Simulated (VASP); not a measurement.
# Ti in VASP: a series of runs, part 2 of 2

VASP 6.6.1. Earlier steps stand in the parts before.

### 3 Single point, LDA

Input file INCAR:

```
SYSTEM = Ti
ALGO     = Fast           ! electronic algorithm
EDIFF    = 1E-7           ! SCF threshold, eV
ENCUT    = 520            ! plane-wave cutoff, eV
ISIF     = 2              ! what is computed and relaxed
ISMEAR   = 0              ! smearing method
LASPH    = .TRUE.         ! aspherical terms in the spheres
LCHARG   = .FALSE.        ! write CHGCAR
LREAL    = .FALSE.        ! projectors in reciprocal space
LWAVE    = .FALSE.        ! write WAVECAR
NBANDS   = 12             ! bands
NELM     = 60             ! most SCF steps
PREC     = Accurate       ! precision mode
SIGMA    = 0.15           ! smearing width, eV
```

Input file KPOINTS:

```
k-points
0
G
  22 22 22
  0 0 0
```

Input file POSCAR:

```
Ti
1.0
   -1.4335455426      1.4335455426      2.1503183139
    1.4335455426     -1.4335455426      2.1503183139
    1.4335455426      1.4335455426     -2.1503183139
Ti
1
Direct
    0.0000000000      0.0000000000      0.0000000000
```

Potentials or basis: VASP PAW LDA potentials, release 64 (Ti_sv).

Command:

```
cat potpaw_LDA.64/Ti_sv/POTCAR > POTCAR
mpirun -np 1 vasp_std > vasp.out
```

OUTCAR:

```text
SYSTEM = Ti
   EDIFF = 1E-7
   ENCUT = 520
   ISIF = 2
   ISMEAR = 0
   LASPH = .TRUE.
   LREAL = .FALSE.
   NELM = 60
   PREC = Accurate

 ion  position               nearest neighbor table
   1  0.000  0.000  0.000-

  LATTYP: Found a body centered tetragonal cell.
 ALAT       =     2.8670910852
 C/A-ratio  =     1.5000000000

  Lattice vectors:

 A1 = (  -1.4335455426,   1.4335455426,   2.1503183139)
 A2 = (   1.4335455426,  -1.4335455426,   2.1503183139)
 A3 = (   1.4335455426,   1.4335455426,  -2.1503183139)

[... 532 lines left out ...]
      5       5.2347      2.00000
      6       8.1977      0.00011
      7       8.3306      0.00000
      8       8.7936      0.00000
      9      11.1494      0.00000
     10      11.3187      0.00000
     11      16.2043      0.00000
     12      22.3556      0.00000

 [... further k-points ...]
[... 5 lines left out ...]
  --------------------------------------------------------------------------------------
  -------------------------------------------------------------------------------------
  Total       -1.0582035     -1.0582035     -1.2514705      0.0000000      0.0000000      0.0000000
  in kB      -95.9166602    -95.9166602   -113.4345825      0.0000000      0.0000000      0.0000000
  external PRESSURE =    -101.7559676 kB  Pullay stress =       0.0000000 kB

 VOLUME and BASIS-vectors are now :
 -----------------------------------------------------------------------------
  energy-cutoff  :      520.00
  volume of cell :       17.68
      direct lattice vectors                 reciprocal lattice vectors
    -1.433545543  1.433545543  2.150318314     0.000000000  0.348785571  0.232523714
     1.433545543 -1.433545543  2.150318314     0.348785571  0.000000000  0.232523714
     1.433545543  1.433545543 -2.150318314     0.348785571  0.348785571  0.000000000

 POSITION                                       TOTAL-FORCE (eV/Angst)
 -----------------------------------------------------------------------------------
      0.00000      0.00000      0.00000         0.000000      0.000000      0.000000
 -----------------------------------------------------------------------------------
    total drift:                               -0.000000      0.000000     -0.000000

  FREE ENERGIE OF THE ION-ELECTRON SYSTEM (eV)
  ---------------------------------------------------
  free  energy   TOTEN  =        -8.4479670044 eV

  energy  without entropy=       -8.4263341808  energy(sigma->0) =       -8.43715059
```

OSZICAR:

```text
N       E                     dE             d eps       ncg     rms          rms(c)
DAV:   1     0.863027726265E+02    0.86303E+02   -0.65139E+03 20100   0.119E+03
DAV:   2    -0.521691907057E+01   -0.91520E+02   -0.89045E+02 20292   0.295E+02
DAV:   3    -0.944543237517E+01   -0.42285E+01   -0.41841E+01 27788   0.648E+01
[... 16 lines left out ...]
RMM:  20    -0.844796826117E+01    0.93843E-05   -0.32030E-05 30814   0.620E-02    0.308E-02
RMM:  21    -0.844796700687E+01    0.12543E-05   -0.78215E-06 29381   0.320E-02    0.141E-02
RMM:  22    -0.844796691593E+01    0.90935E-07   -0.23223E-06 26570   0.141E-02    0.803E-03
RMM:  23    -0.844796693880E+01   -0.22863E-07   -0.14827E-06 22090   0.993E-03    0.320E-03
RMM:  24    -0.844796700435E+01   -0.65553E-07   -0.79945E-07 19984   0.648E-03
   1 F= -.84479670E+01 E0= -.84371506E+01  d E =-.216328E-01
```

Wall time 2.9 min (1 thread of Intel Xeon 6975P-C (Granite Rapids), shared host); peak memory 0.27 GiB.

What came out:

```
Free energy            : -8.4480 eV
Pressure               : -10.2 GPa
Band gap on the k mesh : zero (band 6 reaches 8.51 eV, above the bottom of band 7 at 7.33 eV)
```

Levels at points of the mesh, in eV from the Fermi level:
```csv
k point,band 2,band 3,band 4,band 5,band 6,band 7,band 8,band 9,band 10,band 11
"(0.00, 0.00, 0.00)",-32.30,-32.28,-32.28,-5.96,0.54,1.02,1.02,2.11,2.67,15.32
"(0.50, 0.00, 0.00)",-32.94,-32.40,-32.34,-2.53,0.48,0.72,0.97,3.38,3.57,8.02
"(0.50, 0.50, 0.00)",-32.90,-32.58,-32.50,-2.50,-1.68,3.21,3.42,3.58,3.95,11.14
"(0.50, 0.50, 0.50)",-32.89,-32.47,-32.47,-2.54,-1.60,2.18,3.48,3.75,3.75,9.68
```
